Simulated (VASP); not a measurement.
# BN (P6_3mc) in VASP: notebook, part 3 of 3

VASP 6.6.1.

## 4. Single point, r2SCAN (epitaxial xy strain -1.0%)

Input file POSCAR:

```
BN
1.0
    2.5185105013      0.0000000000      0.0000000000
   -1.2592552506      2.1810940738      0.0000000000
    0.0000000000      0.0000000000      4.2124674919
B N
2 2
Direct
    0.3333333333      0.6666666667      0.0002865849
    0.6666666667      0.3333333333      0.5002865849
    0.3333333333      0.6666666667      0.3747134151
    0.6666666667      0.3333333333      0.8747134151
```

Input file INCAR.step1:

```
ALGO = Normal
EDIFF = 1E-4
ENCUT = 520
GGA = PE
ISMEAR = 0
LASPH = T
LCHARG = F
LREAL = F
LWAVE = T
NBANDS = 16
NELM = 60
PREC = Accurate
SIGMA = 0.01
```

Input file INCAR.step2:

```
ALGO = Normal
EDIFF = 1E-6
ENCUT = 520
ISIF = 2
ISMEAR = 0
ISTART = 1
LASPH = T
LCHARG = F
LMIXTAU = T
LREAL = F
LWAVE = F
METAGGA = R2SCAN
NBANDS = 16
NELM = 60
PREC = Accurate
SIGMA = 0.01
```

Input file KPOINTS:

```
k-points
0
Gamma
  12 12 6
```

Potentials or basis: VASP PAW PBE potentials, release 64 (B, N).

On the command line:

```console
$ cat potpaw_PBE.64/B/POTCAR potpaw_PBE.64/N/POTCAR > POTCAR
$ cp INCAR.step1 INCAR
$ mpirun -np 1 vasp_std > vasp.out
$ cp INCAR.step2 INCAR
$ mpirun -np 1 vasp_std > vasp.out
```

OUTCAR:

```text
EDIFF = 1E-6
   ENCUT = 520
   ISIF = 2
   ISMEAR = 0
   ISTART = 1
   LASPH = T
   LREAL = F
   METAGGA = R2SCAN
   NELM = 60
   PREC = Accurate

 ion  position               nearest neighbor table
   1  0.333  0.667  0.000-   4 1.55   4 1.55   4 1.55   3 1.58
   2  0.667  0.333  0.500-   3 1.55   3 1.55   3 1.55   4 1.58
   3  0.333  0.667  0.375-   2 1.55   2 1.55   2 1.55   1 1.58
   4  0.667  0.333  0.875-   1 1.55   1 1.55   1 1.55   2 1.58

  LATTYP: Found a hexagonal cell.
 ALAT       =     2.5185105013
 C/A-ratio  =     1.6726027109

  Lattice vectors:

 A1 = (   2.5185105013,   0.0000000000,   0.0000000000)
 A2 = (  -1.2592552506,   2.1810940738,   0.0000000000)
 A3 = (   0.0000000000,   0.0000000000,   4.2124674919)

Analysis of symmetry for initial positions (statically):
=====================================================================
 Subroutine PRICEL returns:
 Original cell was already a primitive cell.

 Routine SETGRP: Setting up the symmetry group for a
 hexagonal supercell.

 Subroutine GETGRP returns: Found 12 space group operations
 (whereof  6 operations were pure point group operations)
 out of a pool of 24 trial point group operations.

The static configuration has the point symmetry C_3v.
 The point group associated with its full space group is C_6v.

Analysis of symmetry for dynamics (positions and initial velocities):
=====================================================================
 Subroutine PRICEL returns:
 Original cell was already a primitive cell.

 Routine SETGRP: Setting up the symmetry group for a
 hexagonal supercell.

 Subroutine GETGRP returns: Found 12 space group operations
 (whereof  6 operations were pure point group operations)
 out of a pool of 24 trial point group operations.

The dynamic configuration has the point symmetry C_3v.
 The point group associated with its full space group is C_6v.

 Subroutine INISYM returns: Found 12 space group operations
 (whereof  6 operations are pure point group operations),
 and found     1 'primitive' translations

----------------------------------------------------------------------------------------

                                     Primitive cell

  volume of cell :      23.1395

  direct lattice vectors                    reciprocal lattice vectors
     2.518510501  0.000000000  0.000000000     0.397060087  0.229242748  0.000000000
    -1.259255251  2.181094074  0.000000000     0.000000000  0.458485497  0.000000000
     0.000000000  0.000000000  4.212467492     0.000000000  0.000000000  0.237390556

  length of vectors
     2.518510501  2.518510501  4.212467492     0.458485497  0.458485497  0.237390556

  position of ions in fractional coordinates (direct lattice)
     0.333333333  0.666666667  0.000286585
     0.666666667  0.333333333  0.500286585
     0.333333333  0.666666667  0.374713415
     0.666666667  0.333333333  0.874713415

  ion indices of the primitive-cell ions
   primitive index   ion index
                 1           1
[... 26 lines left out ...]
 ===========================================

 Found     76 irreducible k-points:

 Following reciprocal coordinates:
            Coordinates               Weight
  0.000000  0.000000  0.000000      1.000000
  0.083333  0.000000  0.000000      6.000000
  0.166667  0.000000  0.000000      6.000000
  0.250000  0.000000  0.000000      6.000000
  0.333333 -0.000000  0.000000      6.000000
  0.416667 -0.000000  0.000000      6.000000
[... 16 lines left out ...]
  0.250000  0.000000  0.166667     12.000000
  0.333333 -0.000000  0.166667     12.000000
 [... further k-points ...]
   k-points           NKPTS =     76   k-points in BZ     NKDIM =     76   number of bands    NBANDS=     16
   number of dos      NEDOS =    301   number of ions     NIONS =      4
   total plane-waves  NPLWV =  12800
   dimension x,y,z NGX =    20 NGY =   20 NGZ =   32
   dimension x,y,z NGXF=    40 NGYF=   40 NGZF=   64
   ions per type =               2   2
   NGX,Y,Z   is equivalent  to a cutoff of  13.20, 13.20, 12.63 a.u.
   NGXF,Y,Z  is equivalent  to a cutoff of  26.40, 26.40, 25.26 a.u.
 SYSTEM =  unknown system
   PREC   = accura    normal or accurate (medium, high low for compatibility)
   ISTART =      1    job   : 0-new  1-cont  2-samecut
   ICHARG =      0    charge: 1-file 2-atom 10-const
   ISPIN  =      1    spin polarized calculation?
   LNONCOLLINEAR =      F non collinear calculations
   LSORBIT =      F    spin-orbit coupling
   LASPH  =      T    aspherical Exc in radial PAW
   ENCUT  =  520.0 eV  38.22 Ry    6.18 a.u.   4.68  4.68  7.83*2*pi/ulx,y,z
   NELM   =     60;   NELMIN=  2; NELMDL=  0     # of ELM steps
   EDIFF  = 0.1E-05   stopping-criterion for ELM
   LREAL  =      F    real-space projection
   EDIFFG = 0.1E-04   stopping-criterion for IOM
   NSW    =      0    number of steps for IOM
   IBRION =     -1    ionic relax: 0-MD 1-quasi-New 2-CG
   NFREE  =      0    steps in history (QN), initial steepest desc. (CG)
   ISIF   =      2    stress and relaxation
   ISYM   =      2    0-nonsym 1-usesym 2-fastsym
   POTIM  = 0.5000    time-step for ionic-motion
   TEBEG  =    0.0;   TEEND  =   0.0 temperature during run
   PSTRESS=    0.0 pullay stress
   NELECT =      16.0000    total number of electrons
   NUPDOWN=      -1.0000    fix difference up-down
   EMIN   =  10.00;   EMAX   =-10.00  energy-range for DOS
   EFERMI =   0.00;   METHOD = LEGACY
   ISMEAR =     0;   SIGMA  =   0.01  broadening in eV -4-tet -1-fermi 0-gaus
   EFERMI_NEDOS =   21; number of points for ismear=-14 and -15
   IALGO  =     38    algorithm
   IMIX   =      4    mixing-type and parameters
     AMIX     =   0.40;   BMIX     =  1.00
     AMIX_MAG =   1.60;   BMIX_MAG =  1.00
  volume/ion in A,a.u.               =       5.78        39.04
  Fermi-wavevector in a.u.,A,eV,Ry     =   1.447649  2.735660 28.513558  2.095687
  Thomas-Fermi vector in A             =   2.565580
   LORBIT       =      0    0 simple, 1 ext, 2 COOP (PROOUT), +10 PAW based schemes
   METAGGA = R2SCAN    functional components
   LHFCALC =     F    Hartree Fock is set to
   AEXX    =    0.0000 exact exchange contribution
   IVDW    =     0    specifies the selected vdW correction
   LEPSILON=     F    determine dielectric tensor
   LRPA    =     F    only Hartree local field effects (RPA)
 non-spin polarized calculation
 Gauss-broadening in eV      SIGMA  =   0.01
  energy-cutoff  :      520.00
  volume of cell :       23.14
 maximum number of plane-waves:       640
 NGX is ok and might be reduce to    20
   NGX =  9   NGY =  9   NGZ = 15

 number of electron      15.9999998 magnetization

 Free energy of the ion-electron system (eV)
  ---------------------------------------------------
  ext. energy  EPLUGINS =         0.00000000
  ---------------------------------------------------
  free energy    TOTEN  =       -38.24518826 eV

  energy without entropy =      -38.24518826  energy(sigma->0) =      -38.24518826

 E-fermi :   7.7730     XC(G=0): -13.7473

 val. band max:        7.6815111090   @ k =   0.0000   0.0000   0.0000
 cond. band min:      13.3189541593   @ k =   0.3333   0.3333   0.0000
 fundamental gap:      5.6374430503
 Fermi energy:         7.7729787683

 k-point     1 :       0.0000    0.0000    0.0000
  band No.  band energies     occupation
      1     -14.0533      2.00000
      2      -9.8249      2.00000
      3      -3.8757      2.00000
      4       5.5129      2.00000
      5       5.5129      2.00000
      6       7.3475      2.00000
[... 433 lines left out ...]
      3      -1.6260      2.00000
      4      -0.1483      2.00000
      5       1.2933      2.00000
      6       3.1806      2.00000
[... 8 lines left out ...]
     15      25.1615      0.00000
     16      25.4465      0.00000

 [... further k-points ...]

------------------------ aborting loop because EDIFF is reached ----------------------------------------

  FORCE on cell =-STRESS in cart. coord.  units (eV):
  Direction    XX          YY          ZZ          XY          YZ          ZX
  --------------------------------------------------------------------------------------
  -------------------------------------------------------------------------------------
  Total        1.8486878      1.8486878      0.1646705      0.0000000      0.0000000      0.0000000
  in kB      128.0027911    128.0027911     11.4017548      0.0000000      0.0000000      0.0000000
  external PRESSURE =      89.1357790 kB  Pullay stress =       0.0000000 kB

 VOLUME and BASIS-vectors are now :
 -----------------------------------------------------------------------------
  energy-cutoff  :      520.00
  volume of cell :       23.14
      direct lattice vectors                 reciprocal lattice vectors
     2.518510501  0.000000000  0.000000000     0.397060087  0.229242748  0.000000000
    -1.259255251  2.181094074  0.000000000     0.000000000  0.458485497  0.000000000
     0.000000000  0.000000000  4.212467492     0.000000000  0.000000000  0.237390556

 POSITION                                       TOTAL-FORCE (eV/Angst)
 -----------------------------------------------------------------------------------
     -0.00000      1.45406      0.00121         0.000000     -0.000000      0.006272
      1.25926      0.72703      2.10744         0.000000     -0.000000      0.006272
     -0.00000      1.45406      1.57847         0.000000      0.000000     -0.006272
      1.25926      0.72703      3.68470        -0.000000     -0.000000     -0.006272
 -----------------------------------------------------------------------------------
    total drift:                               -0.000000      0.000000     -0.002143

  FREE ENERGIE OF THE ION-ELECTRON SYSTEM (eV)
  ---------------------------------------------------
  free  energy   TOTEN  =       -38.2451882614 eV

  energy  without entropy=      -38.2451882614  energy(sigma->0) =      -38.24518826
```

Run time: 70 s. Hardware: 1 thread of Intel Xeon 6975P-C, shared host; peak memory 0.15 GiB.

Results:

* Free energy: -38.2452 eV
* Pressure: 8.9 GPa
* Largest force: 0.006 eV/Å
* Band gap on the k mesh: 5.64 eV, indirect (least direct gap 9.05 eV)

Forces in eV/Å, atoms in the order of the input:
```
B    0.000  0.000  0.006
B    0.000  0.000  0.006
N    0.000  0.000 -0.006
N    0.000  0.000 -0.006
```

Caveat: the cell differs from its parent crystal (epitaxial xy strain -1.0%); the PAW data sets were made with another functional, which shifts forces and pressure a little. A k mesh can miss the band edges.

## 5. Single point, r2SCAN

This run uses another cell than the first one, of 5.90 Å³/atom, 0.929 times its volume.

Input file POSCAR:

```
BN
1.0
    2.5439500013      0.0000000000      0.0000000000
   -1.2719750007      2.2031253271      0.0000000000
    0.0000000000      0.0000000000      4.2078153363
B N
2 2
Direct
    0.3333333333      0.6666666667      0.0002034648
    0.6666666667      0.3333333333      0.5002034648
    0.3333333333      0.6666666667      0.3747965352
    0.6666666667      0.3333333333      0.8747965352
```

Input file INCAR.step1:

```
SYSTEM = BN
ALGO = Normal ; EDIFF = 1E-4
ENCUT = 520 ; GGA = PE
ISMEAR = 0 ; LASPH = .TRUE.
LCHARG = .FALSE. ; LREAL = .FALSE.
LWAVE = .TRUE. ; NBANDS = 16
NELM = 80 ; PREC = Accurate
SIGMA = 0.01
```

Input file INCAR.step2:

```
SYSTEM = BN
ALGO = Normal ; EDIFF = 1E-7
ENCUT = 520 ; ISIF = 2
ISMEAR = 0 ; ISTART = 1
LASPH = .TRUE. ; LCHARG = .FALSE.
LMIXTAU = .TRUE. ; LREAL = .FALSE.
LWAVE = .FALSE. ; METAGGA = R2SCAN
NBANDS = 16 ; NELM = 80
PREC = Accurate ; SIGMA = 0.01
```

Input file KPOINTS:

```
k-points
0
G
  12 12 6
  0 0 0
```

On the command line:

```console
$ cat potpaw_PBE.64/B/POTCAR potpaw_PBE.64/N/POTCAR > POTCAR
$ cp INCAR.step1 INCAR
$ mpirun -np 1 vasp_std > vasp.out
$ cp INCAR.step2 INCAR
$ mpirun -np 1 vasp_std > vasp.out
```

Run time: 93 s. Hardware: 1 thread of Intel Xeon 6975P-C, shared host; peak memory 0.15 GiB.

Results (log left out):

| Quantity | Value |
| --- | --- |
| Free energy | -38.2662 eV |
| Pressure | 1.1 GPa |
| Band gap on the k mesh | 5.72 eV, indirect (least direct gap 8.98 eV) |

Forces in eV/Å, atoms in the order of the input:
```
B    0.000  0.000  0.002
B    0.000  0.000  0.002
N    0.000  0.000 -0.002
N    0.000  0.000 -0.002
```

Levels at points of the mesh, in eV from the valence-band top:
| k point | band 4 | band 5 | band 6 | band 7 | band 8 | band 9 | band 10 | band 11 | band 12 | band 13 |
| --- | --- | --- | --- | --- | --- | --- | --- | --- | --- | --- |
| (0.00, 0.00, 0.00) | -2.21 | -2.21 | -0.27 | 0.00 | 0.00 | 9.08 | 9.08 | 9.31 | 10.22 | 11.55 |
| (0.50, 0.00, 0.00) | -8.16 | -7.21 | -5.19 | -4.53 | -2.20 | 7.30 | 8.60 | 11.38 | 12.23 | 13.85 |
| (0.00, 0.00, 0.50) | -5.97 | -1.22 | -1.22 | -1.22 | -1.22 | 10.25 | 10.25 | 10.69 | 10.69 | 10.69 |
| (0.50, 0.00, 0.50) | -10.43 | -3.92 | -3.92 | -3.73 | -3.73 | 7.20 | 7.20 | 10.72 | 10.72 | 15.32 |

Caveat: the PAW data sets were made with another functional, which shifts forces and pressure a little. A k mesh can miss the band edges.

## 6. Overview

| level | cell | smearing | gap on the mesh (eV) | pressure (GPa) | largest force (eV/Å) |
| --- | --- | --- | --- | --- | --- |
| PBE | a = 2.646, b = 2.646, c = 4.190 Å, angles 90.0, 90.0, 120.0°, 4 atoms | fermi-dirac 0.02 eV | 5.40 | -19.4 | 0.06 |
| PBE | a = 2.646, b = 2.646, c = 4.376 Å, angles 90.0, 90.0, 120.0°, 4 atoms | fermi-dirac 0.02 eV | 5.41 | -32.2 | 0.01 |
| r2SCAN | a = 2.519, b = 2.519, c = 4.212 Å, angles 90.0, 90.0, 120.0°, 4 atoms | gaussian 0.01 eV | 5.64 | 8.9 | 0.01 |
| r2SCAN | a = 2.544, b = 2.544, c = 4.208 Å, angles 90.0, 90.0, 120.0°, 4 atoms | gaussian 0.01 eV | 5.72 | 1.1 | - |

Alike in all rows: task single point; potentials or basis VASP PAW PBE potentials, release 64 (B, N); no spin polarisation; k mesh 12 × 12 × 6; cutoff (eV) 520.

Caveats: the PAW data sets were made with another functional, which shifts forces and pressure a little (some runs).

Absolute energies hang on the potentials; compare differences alone.
